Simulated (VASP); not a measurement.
# Mo3W (Pm-3m) in VASP: a series of runs

The runs below take Mo3W through single point, with PBE.

Program: VASP 6.6.1. These are calculated values, not measurements. Logs are shortened: lines on timing, memory, paths and dates and some standing lists are left out, and cuts for length are marked.

### 1 The cell of the first run

Symmetry: Pm-3m, No. 221, cubic system. The conventional cell has a = 4.018 Å, b = 4.018 Å, c = 4.018 Å, α = 90.00°, β = 90.00°, γ = 90.00°. Within 3.7 Å of Mo (site symmetry 4/mmm) lie 8 Mo at 2.84 Å and 4 W at 2.84 Å. W (site symmetry m-3m) has 12 Mo at 2.84 Å within 3.7 Å.

The cell was built from a structure type or drawn by symmetry, and may not be a known phase.

### 2 Single point, PBE

The input, INCAR:

```
PREC = Accurate
ENCUT = 500
EDIFF = 1E-6
ISMEAR = 0
SIGMA = 0.1
LREAL = F
LASPH = T
NELM = 120
ALGO = Normal
ISIF = 2
LWAVE = F
LCHARG = F
GGA = PE
NBANDS = 36
GGA_COMPAT = F
```

The input, KPOINTS:

```
regular mesh
0
Gamma
  4 4 4
```

The input, POSCAR:

```
Mo3W
1.0
    4.0184746895      0.0000000000      0.0000000000
    0.0000000000      4.0184746895      0.0000000000
    0.0000000000      0.0000000000      4.0184746895
Mo W
3 1
Direct
    0.0000000000      0.5000000000      0.5000000000
    0.5000000000      0.0000000000      0.5000000000
    0.5000000000      0.5000000000      0.0000000000
    0.0000000000      0.0000000000      0.0000000000
```

Potentials or basis: VASP PAW PBE potentials, release 64 (Mo_sv, W_sv).

Command:

```bash
$ cat potpaw_PBE.64/Mo_sv/POTCAR potpaw_PBE.64/W_sv/POTCAR > POTCAR
$ mpirun -np 1 vasp_std > vasp.out
```

OUTCAR:

```text
PREC = Accurate
   ENCUT = 500
   EDIFF = 1E-6
   ISMEAR = 0
   LREAL = F
   LASPH = T
   NELM = 120
   ISIF = 2
   GGA = PE

 ion  position               nearest neighbor table
   1  0.000  0.500  0.500-   2 2.84   3 2.84   4 2.84   3 2.84   4 2.84   2 2.84   4 2.84   4 2.84
                             2 2.84   3 2.84   3 2.84   2 2.84
   2  0.500  0.000  0.500-   1 2.84   3 2.84   4 2.84   3 2.84   4 2.84   1 2.84   3 2.84   3 2.84
                             1 2.84   4 2.84   4 2.84   1 2.84
   3  0.500  0.500  0.000-   1 2.84   2 2.84   4 2.84   1 2.84   2 2.84   2 2.84   4 2.84   2 2.84
                             1 2.84   4 2.84   1 2.84   4 2.84
   4  0.000  0.000  0.000-   1 2.84   2 2.84   3 2.84   1 2.84   2 2.84   1 2.84   3 2.84   1 2.84
                             2 2.84   3 2.84   2 2.84   3 2.84

  LATTYP: Found a simple cubic cell.
 ALAT       =     4.0184746895

  Lattice vectors:

 A1 = (   4.0184746895,   0.0000000000,   0.0000000000)
 A2 = (   0.0000000000,   4.0184746895,   0.0000000000)
 A3 = (   0.0000000000,   0.0000000000,   4.0184746895)

Analysis of symmetry for initial positions (statically):
=====================================================================
 Subroutine PRICEL returns:
 Original cell was already a primitive cell.

 Routine SETGRP: Setting up the symmetry group for a
 simple cubic supercell.

 Subroutine GETGRP returns: Found 48 space group operations
 (whereof 48 operations were pure point group operations)
 out of a pool of 48 trial point group operations.

The static configuration has the point symmetry O_h .

Analysis of symmetry for dynamics (positions and initial velocities):
=====================================================================
 Subroutine PRICEL returns:
 Original cell was already a primitive cell.

 Routine SETGRP: Setting up the symmetry group for a
 simple cubic supercell.

 Subroutine GETGRP returns: Found 48 space group operations
 (whereof 48 operations were pure point group operations)
 out of a pool of 48 trial point group operations.

The dynamic configuration has the point symmetry O_h .

 Subroutine INISYM returns: Found 48 space group operations
 (whereof 48 operations are pure point group operations),
 and found     1 'primitive' translations

----------------------------------------------------------------------------------------

                                     Primitive cell

  volume of cell :      64.8909

  direct lattice vectors                    reciprocal lattice vectors
     4.018474689  0.000000000  0.000000000     0.248850640  0.000000000  0.000000000
     0.000000000  4.018474689  0.000000000     0.000000000  0.248850640  0.000000000
     0.000000000  0.000000000  4.018474689     0.000000000  0.000000000  0.248850640

  length of vectors
     4.018474689  4.018474689  4.018474689     0.248850640  0.248850640  0.248850640

  position of ions in fractional coordinates (direct lattice)
     0.000000000  0.500000000  0.500000000
     0.500000000  0.000000000  0.500000000
     0.500000000  0.500000000  0.000000000
     0.000000000  0.000000000  0.000000000

  ion indices of the primitive-cell ions
   primitive index   ion index
                 1           1
                 2           2
                 3           3
                 4           4

----------------------------------------------------------------------------------------

 KPOINTS: regular mesh

Automatic generation of k-mesh.
 Grid dimensions read from file:
 generate k-points for:    4    4    4

 Generating k-lattice:

  Cartesian coordinates                     Fractional coordinates (reciprocal lattice)
     0.062212660  0.000000000  0.000000000     0.250000000  0.000000000  0.000000000
     0.000000000  0.062212660  0.000000000     0.000000000  0.250000000  0.000000000
     0.000000000  0.000000000  0.062212660     0.000000000  0.000000000  0.250000000

  Length of vectors
     0.062212660  0.062212660  0.062212660

  Shift w.r.t. Gamma in fractional coordinates (k-lattice)
     0.000000000  0.000000000  0.000000000

 Subroutine IBZKPT returns following result:
 ===========================================

 Found     10 irreducible k-points:

 Following reciprocal coordinates:
            Coordinates               Weight
  0.000000  0.000000  0.000000      1.000000
  0.250000  0.000000  0.000000      6.000000
  0.500000  0.000000  0.000000      3.000000
  0.250000  0.250000  0.000000     12.000000
  0.500000  0.250000  0.000000     12.000000
  0.500000  0.500000  0.000000      3.000000
  0.250000  0.250000  0.250000      8.000000
  0.500000  0.250000  0.250000     12.000000
  0.500000  0.500000  0.250000      6.000000
  0.500000  0.500000  0.500000      1.000000
   k-points           NKPTS =     10   k-points in BZ     NKDIM =     10   number of bands    NBANDS=     36
   number of dos      NEDOS =    301   number of ions     NIONS =      4
   total plane-waves  NPLWV =  27000
   dimension x,y,z NGX =    30 NGY =   30 NGZ =   30
   dimension x,y,z NGXF=    60 NGYF=   60 NGZF=   60
   ions per type =               3   1
   NGX,Y,Z   is equivalent  to a cutoff of  12.41, 12.41, 12.41 a.u.
   NGXF,Y,Z  is equivalent  to a cutoff of  24.82, 24.82, 24.82 a.u.
 SYSTEM =  unknown system
   PREC   = accura    normal or accurate (medium, high low for compatibility)
   ISTART =      0    job   : 0-new  1-cont  2-samecut
   ICHARG =      2    charge: 1-file 2-atom 10-const
   ISPIN  =      1    spin polarized calculation?
   LNONCOLLINEAR =      F non collinear calculations
   LSORBIT =      F    spin-orbit coupling
   LASPH  =      T    aspherical Exc in radial PAW
   ENCUT  =  500.0 eV  36.75 Ry    6.06 a.u.   7.33  7.33  7.33*2*pi/ulx,y,z
   NELM   =    120;   NELMIN=  2; NELMDL= -5     # of ELM steps
   EDIFF  = 0.1E-05   stopping-criterion for ELM
   LREAL  =      F    real-space projection
   EDIFFG = 0.1E-04   stopping-criterion for IOM
   NSW    =      0    number of steps for IOM
   IBRION =     -1    ionic relax: 0-MD 1-quasi-New 2-CG
   NFREE  =      0    steps in history (QN), initial steepest desc. (CG)
   ISIF   =      2    stress and relaxation
   ISYM   =      2    0-nonsym 1-usesym 2-fastsym
   POTIM  = 0.5000    time-step for ionic-motion
   TEBEG  =    0.0;   TEEND  =   0.0 temperature during run
   PSTRESS=    0.0 pullay stress
   NELECT =      56.0000    total number of electrons
   NUPDOWN=      -1.0000    fix difference up-down
   EMIN   =  10.00;   EMAX   =-10.00  energy-range for DOS
   EFERMI =   0.00;   METHOD = LEGACY
   ISMEAR =     0;   SIGMA  =   0.10  broadening in eV -4-tet -1-fermi 0-gaus
   EFERMI_NEDOS =   21; number of points for ismear=-14 and -15
   IALGO  =     38    algorithm
   IMIX   =      4    mixing-type and parameters
     AMIX     =   0.40;   BMIX     =  1.00
     AMIX_MAG =   1.60;   BMIX_MAG =  1.00
  volume/ion in A,a.u.               =      16.22       109.48
  Fermi-wavevector in a.u.,A,eV,Ry     =   1.558630  2.945383 33.052992  2.429326
  Thomas-Fermi vector in A             =   2.662106
   LORBIT       =      0    0 simple, 1 ext, 2 COOP (PROOUT), +10 PAW based schemes
   GGA     = PE    functional components
   LHFCALC =     F    Hartree Fock is set to
   AEXX    =    0.0000 exact exchange contribution
   IVDW    =     0    specifies the selected vdW correction
   LEPSILON=     F    determine dielectric tensor
   LRPA    =     F    only Hartree local field effects (RPA)
 non-spin polarized calculation
 Gauss-broadening in eV      SIGMA  =   0.10
  energy-cutoff  :      500.00
  volume of cell :       64.89
 maximum number of plane-waves:      1671
 NGX is ok and might be reduce to    30
   NGX = 15   NGY = 15   NGZ = 15

 number of electron      56.0000002 magnetization

 Free energy of the ion-electron system (eV)
  ---------------------------------------------------
  ext. energy  EPLUGINS =         0.00000000
  ---------------------------------------------------
  free energy    TOTEN  =       -43.89011533 eV

  energy without entropy =      -43.85627838  energy(sigma->0) =      -43.87319685

 E-fermi :  11.2841     XC(G=0): -13.2549

 val. band max:       11.2818266544   @ k =   0.5000   0.5000   0.2500
 cond. band min:      11.3621483920   @ k =   0.2500   0.2500   0.0000
 fundamental gap:      0.0803217376
 Fermi energy:        11.2840501780

 k-point     1 :       0.0000    0.0000    0.0000
  band No.  band energies     occupation
      1     -62.2479      2.00000
      2     -49.3164      2.00000
      3     -49.1040      2.00000
      4     -49.1040      2.00000
      5     -26.5015      2.00000
      6     -26.5015      2.00000
[... 28 lines left out ...]
     35      15.8577      0.00000
     36      15.8577      0.00000

 k-point     2 :       0.2500    0.0000    0.0000
  band No.  band energies     occupation
      1     -62.2477      2.00000
      2     -49.2899      2.00000
      3     -49.1313      2.00000
      4     -49.1037      2.00000
      5     -26.4892      2.00000
      6     -26.4892      2.00000
[... 28 lines left out ...]
     35      14.7671      0.00000
     36      15.2137      0.00000

 k-point     3 :       0.5000    0.0000    0.0000
  band No.  band energies     occupation
      1     -62.2476      2.00000
      2     -49.2470      2.00000
      3     -49.1750      2.00000
      4     -49.1033      2.00000
      5     -26.4769      2.00000
      6     -26.4769      2.00000
[... 28 lines left out ...]
     35      14.1606      0.00000
     36      14.6037      0.00000
[... 196 lines left out ...]
 k-point     9 :       0.5000    0.5000    0.2500
  band No.  band energies     occupation
      1     -62.2471      2.00000
      2     -49.1742      2.00000
      3     -49.1742      2.00000
      4     -49.1742      2.00000
      5     -26.5197      2.00000
      6     -26.5197      2.00000
[... 28 lines left out ...]
     35      14.6686      0.00000
     36      14.6827      0.00000

 k-point    10 :       0.5000    0.5000    0.5000
  band No.  band energies     occupation
      1     -62.2470      2.00000
      2     -49.1737      2.00000
      3     -49.1737      2.00000
      4     -49.1737      2.00000
      5     -26.5396      2.00000
      6     -26.5396      2.00000
[... 28 lines left out ...]
     35      15.2851      0.00000
     36      15.7360      0.00000

------------------------ aborting loop because EDIFF is reached ----------------------------------------

  FORCE on cell =-STRESS in cart. coord.  units (eV):
  Direction    XX          YY          ZZ          XY          YZ          ZX
  --------------------------------------------------------------------------------------
  -------------------------------------------------------------------------------------
  Total        0.1866847      0.1866847      0.1866847     -0.0000000     -0.0000000      0.0000000
  in kB        4.6093071      4.6093071      4.6093071     -0.0000000     -0.0000000      0.0000000
  external PRESSURE =       4.6093071 kB  Pullay stress =       0.0000000 kB

 VOLUME and BASIS-vectors are now :
 -----------------------------------------------------------------------------
  energy-cutoff  :      500.00
  volume of cell :       64.89
      direct lattice vectors                 reciprocal lattice vectors
     4.018474689  0.000000000  0.000000000     0.248850640  0.000000000  0.000000000
     0.000000000  4.018474689  0.000000000     0.000000000  0.248850640  0.000000000
     0.000000000  0.000000000  4.018474689     0.000000000  0.000000000  0.248850640

 POSITION                                       TOTAL-FORCE (eV/Angst)
 -----------------------------------------------------------------------------------
      0.00000      2.00924      2.00924         0.000000      0.000000      0.000000
      2.00924      0.00000      2.00924         0.000000      0.000000      0.000000
      2.00924      2.00924      0.00000         0.000000      0.000000      0.000000
      0.00000      0.00000      0.00000         0.000000      0.000000      0.000000
 -----------------------------------------------------------------------------------
    total drift:                                0.000000      0.000000     -0.000000

  FREE ENERGIE OF THE ION-ELECTRON SYSTEM (eV)
  ---------------------------------------------------
  free  energy   TOTEN  =       -43.8901153257 eV

  energy  without entropy=      -43.8562783763  energy(sigma->0) =      -43.87319685
```

Wall time 14 s (1 thread of AMD EPYC 9R45 (Zen 5), shared host); peak memory 0.14 GiB.

What came out:

| Property | Result |
| --- | --- |
| Free energy | -43.8901 eV |
| Pressure | 0.5 GPa |
| Band gap on the k mesh | zero (bands 28 and 29 overlap by 2.32 eV) |

Levels at points of the mesh, in eV from the Fermi level:
```tsv
k point	band 24	band 25	band 26	band 27	band 28	band 29	band 30	band 31	band 32	band 33
(0.00, 0.00, 0.00)	-0.61	-0.61	-0.61	2.12	2.12	3.81	3.81	3.81	3.97	4.41
(0.50, 0.00, 0.00)	-1.82	-1.73	-1.73	0.09	0.09	1.22	1.22	1.31	1.44	1.51
(0.50, 0.50, 0.00)	-1.83	-1.69	-1.69	-1.62	-1.62	0.61	0.61	0.63	1.03	1.73
(0.50, 0.50, 0.50)	-0.79	-0.79	-0.79	-0.74	-0.74	1.31	1.31	1.31	1.54	4.00
```

Caveat: the k points lie up to 0.39 Å⁻¹ apart, too coarse for converged energies and pressures of a metal; spin-orbit coupling is left out, which moves the levels of the heavy elements.

[end of part 1 of 2]
